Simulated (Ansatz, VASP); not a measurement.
TiO2: VASP beside Ansatz

```
Ti O
1.0
    -1.81320    1.81320    4.49870
     1.81320   -1.81320    4.49870
     1.81320    1.81320   -4.49870
Ti O
2 4
Direct
  0.00000 0.00000 0.00000
  0.75000 0.25000 0.50000
  0.20523 0.20523 0.00000
  0.95523 0.45523 0.50000
  0.54477 0.04477 0.50000
  0.79477 0.79477 0.00000
```

Alike in both runs: task single point; functional PBE; k mesh 8 × 8 × 8; occupations gaussian, width 0.05 eV; no spin polarisation; Hubbard terms Ti d U = 4.0 eV.

|  | VASP | Ansatz |
| --- | --- | --- |
| version | VASP 6.6.1 | Ansatz 0.2.0 |
| potentials or method | VASP PAW PBE potentials, release 64 (Ti_sv, O), cutoff 520 eV | scalar-relativistic, plane waves, PAW |
| valence electrons in the cell | 48 | 48 |

```tsv
	VASP	Ansatz	Ansatz less VASP
gap on the k mesh at the Fermi level (eV)	3.10	3.08	-0.016
least direct gap on the mesh (eV)	3.38	3.36	-0.026
rms of the force components (eV/Å)	1.151	1.030	-0.1206
```

The programs project onto different local orbitals, so the same U acts differently, and such runs can settle in different states. Atom by atom the forces differ by 0.121 eV/Å (rms over components).
